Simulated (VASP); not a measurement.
# CdO (Fm-3m) in VASP: notebook, part 2 of 2

VASP 6.6.1. Earlier steps stand in the parts before.

**4. Electric field gradients, r2SCAN+D3(BJ), non-collinear spin, zero start, spin-orbit coupling**

This run uses another cell than the first one, of 12.95 Å³/atom.

Contents of POSCAR:

```
CdO
1.0
    0.0000000000      2.3481500000      2.3481500000
    2.3481500000      0.0000000000      2.3481500000
    2.3481500000      2.3481500000      0.0000000000
Cd O
1 1
Direct
    0.0000000000      0.0000000000      0.0000000000
    0.5000000000      0.5000000000      0.5000000000
```

Contents of INCAR.step1:

```
SYSTEM = CdO
PREC     = Accurate       ! precision mode
ENCUT    = 580            ! plane-wave cutoff, eV
ISMEAR   = 0              ! smearing method
SIGMA    = 0.01           ! smearing width, eV
LREAL    = .False.        ! projectors in reciprocal space
LASPH    = .True.         ! aspherical terms in the spheres
NELM     = 200            ! most SCF steps
LNONCOLLINEAR= .True.         ! non-collinear magnetism
MAGMOM   = 0 0 0 0 0 0    ! initial moments
LSORBIT  = .True.         ! spin-orbit coupling
GGA_COMPAT= .False.      
NBANDS   = 30             ! bands
GGA      = PE             ! functional
ALGO     = Normal         ! electronic algorithm
EDIFF    = 1E-5           ! SCF threshold, eV
LWAVE    = .True.         ! write WAVECAR
LCHARG   = .False.        ! write CHGCAR
```

Contents of INCAR.step2:

```
SYSTEM = CdO
PREC     = Accurate       ! precision mode
ENCUT    = 580            ! plane-wave cutoff, eV
EDIFF    = 1E-8           ! SCF threshold, eV
ISMEAR   = 0              ! smearing method
SIGMA    = 0.01           ! smearing width, eV
LREAL    = .False.        ! projectors in reciprocal space
LASPH    = .True.         ! aspherical terms in the spheres
NELM     = 200            ! most SCF steps
ALGO     = Normal         ! electronic algorithm
ISIF     = 2              ! what is computed and relaxed
LWAVE    = .False.        ! write WAVECAR
LCHARG   = .False.        ! write CHGCAR
LNONCOLLINEAR= .True.         ! non-collinear magnetism
MAGMOM   = 0 0 0 0 0 0    ! initial moments
LORBIT   = 11             ! projections on sites
LSORBIT  = .True.         ! spin-orbit coupling
GGA_COMPAT= .False.      
LORBMOM  = .True.       
METAGGA  = R2SCAN         ! meta-GGA
LMIXTAU  = .True.       
IVDW     = 12             ! dispersion correction
VDW_S6   = 1.0          
VDW_S8   = 0.78981345   
VDW_A1   = 0.49484001   
VDW_A2   = 5.73083694   
LEFG     = .True.       
NBANDS   = 30             ! bands
ISTART   = 1
```

Contents of KPOINTS:

```
Automatic mesh
0
Gamma
  11 11 11
  0 0 0
```

Potentials or basis: VASP PAW PBE potentials, release 64 (Cd, O).

On the command line:

```bash
cat potpaw_PBE.64/Cd/POTCAR potpaw_PBE.64/O/POTCAR > POTCAR
cp INCAR.step1 INCAR
mpirun -np 1 vasp_ncl > vasp.out
cp INCAR.step2 INCAR
mpirun -np 1 vasp_ncl > vasp.out
```

OUTCAR:

```text
SYSTEM = CdO
   PREC = Accurate
   ENCUT = 580
   EDIFF = 1E-8
   ISMEAR = 0
   LREAL = .False.
   LASPH = .True.
   NELM = 200
   ISIF = 2
   LNONCOLLINEAR = .True.
   LORBIT = 11
   LSORBIT = .True.
   METAGGA = R2SCAN
   IVDW = 12
   ISTART = 1
 IVDW          = 12

 ion  position               nearest neighbor table
   1  0.000  0.000  0.000-   2 2.35   2 2.35   2 2.35   2 2.35   2 2.35   2 2.35
   2  0.500  0.500  0.500-   1 2.35   1 2.35   1 2.35   1 2.35   1 2.35   1 2.35

  LATTYP: Found a face centered cubic cell.
 ALAT       =     4.6963000000

  Lattice vectors:

 A1 = (   0.0000000000,   2.3481500000,   2.3481500000)
 A2 = (   2.3481500000,   0.0000000000,   2.3481500000)
 A3 = (   2.3481500000,   2.3481500000,   0.0000000000)

Analysis of symmetry for initial positions (statically):
=====================================================================
 Subroutine PRICEL returns:
 Original cell was already a primitive cell.

 Routine SETGRP: Setting up the symmetry group for a
 face centered cubic supercell.

 Subroutine GETGRP returns: Found 48 space group operations
[... 1092 lines left out ...]
     0.0000000     0.0000000     0.0000000     0.0000000     0.0000000     0.0000000     0.0000000
     0.0000000     0.0000000     0.0000000     0.0000000     0.0000000     0.0000000     0.0000000
     0.0000000     0.0000000     0.0000000     0.0000000     0.0000000     0.0000000     0.0000000
     0.0000000     0.0000000     0.0000000     0.0000000     0.0000000     0.0000000     0.0000000
     0.0000000     0.0000000     0.0000000     0.0000000     0.0000000     0.0000000     0.0000000

 Ion:    2  E_soc:     -0.0003662
 l=   1
     0.0000000    -0.0000610    -0.0000610
    -0.0000610     0.0000000    -0.0000610
    -0.0000610    -0.0000610     0.0000000
 l=   2
     0.0000000     0.0000000     0.0000000     0.0000000     0.0000000
     0.0000000     0.0000000     0.0000000     0.0000000     0.0000000
     0.0000000     0.0000000     0.0000000     0.0000000     0.0000000
     0.0000000     0.0000000     0.0000000     0.0000000     0.0000000
     0.0000000     0.0000000     0.0000000     0.0000000     0.0000000
 l=   3
     0.0000000     0.0000000     0.0000000     0.0000000     0.0000000     0.0000000     0.0000000
     0.0000000     0.0000000     0.0000000     0.0000000     0.0000000     0.0000000     0.0000000
     0.0000000     0.0000000     0.0000000     0.0000000     0.0000000     0.0000000     0.0000000
     0.0000000     0.0000000     0.0000000     0.0000000     0.0000000     0.0000000     0.0000000
     0.0000000     0.0000000     0.0000000     0.0000000     0.0000000     0.0000000     0.0000000
     0.0000000     0.0000000     0.0000000     0.0000000     0.0000000     0.0000000     0.0000000
     0.0000000     0.0000000     0.0000000     0.0000000     0.0000000     0.0000000     0.0000000

 total charge

# of ion       s       p       d       tot
------------------------------------------
    1        0.314   0.249   9.675  10.238
    2        1.570   3.399   0.000   4.969
--------------------------------------------------
tot          1.884   3.648   9.675  15.207

 magnetization (x)

# of ion       s       p       d       tot
------------------------------------------
    1       -0.000   0.000   0.000   0.000
    2        0.000   0.000   0.000   0.000
--------------------------------------------------
tot          0.000   0.000   0.000   0.000

 magnetization (y)

# of ion       s       p       d       tot
------------------------------------------
    1        0.000  -0.000   0.000  -0.000
    2       -0.000   0.000   0.000  -0.000
--------------------------------------------------
tot         -0.000  -0.000   0.000  -0.000

 magnetization (z)

# of ion       s       p       d       tot
------------------------------------------
    1       -0.000   0.000   0.000  -0.000
    2        0.000   0.000   0.000   0.000
--------------------------------------------------
tot         -0.000   0.000   0.000  -0.000
```

Wall time 16 min (1 thread of Oxide Virtual Turin-like, shared host); peak memory 0.31 GiB.

What came out:

```
Free energy                                           : -28.8602 eV
Pressure                                              : 0.8 GPa
Net moment                                            : 0.00 μB per cell
Largest electric field gradient by atom               : under 0.05 V/Å² on every atom
Valence electrons inside the program's atomic spheres : Cd 10.24; O 4.97
Dispersion energy per atom                            : -0.139 eV
```

Moments on the atoms (μB; x, y, z):
```
Cd  0.00 0.00 0.00
O   0.00 0.00 0.00
```

Caveat: three body term missing; the PAW data sets were made with another functional, which shifts forces and pressure a little.

**5. Overview**

| level | potentials or basis | spin | cell | cutoff (eV) | smearing | pressure (GPa) | moment (μB) |
| --- | --- | --- | --- | --- | --- | --- | --- |
| PBE | VASP PAW PBE potentials, release 64 (Cd_sv_GW, O) | off | a = 3.375 Å, angles 60.0°, 2 atoms | 520 | fermi-dirac 0.02 eV | -2.7 | - |
| PBE | VASP PAW PBE potentials, release 64 (Cd, O) | non-collinear, zero start, SOC | a = 3.321 Å, angles 60.0°, 2 atoms | 520 | fermi-dirac 0.02 eV | 7.8 | 0.00 |
| r2SCAN+D3(BJ) | VASP PAW PBE potentials, release 64 (Cd, O) | non-collinear, zero start, SOC | a = 3.321 Å, angles 60.0°, 2 atoms | 580 | gaussian 0.01 eV | 0.8 | 0.00 |

Alike in all rows: task electric field gradients; k mesh 11 × 11 × 11.

Caveats: the cell stands under pressure (at least some runs); three body term missing (at least some runs); the PAW data sets were made with another functional, which shifts forces and pressure a little (at least some runs).

Total energies depend on the potentials used, so only differences within one code and one set of settings carry meaning.
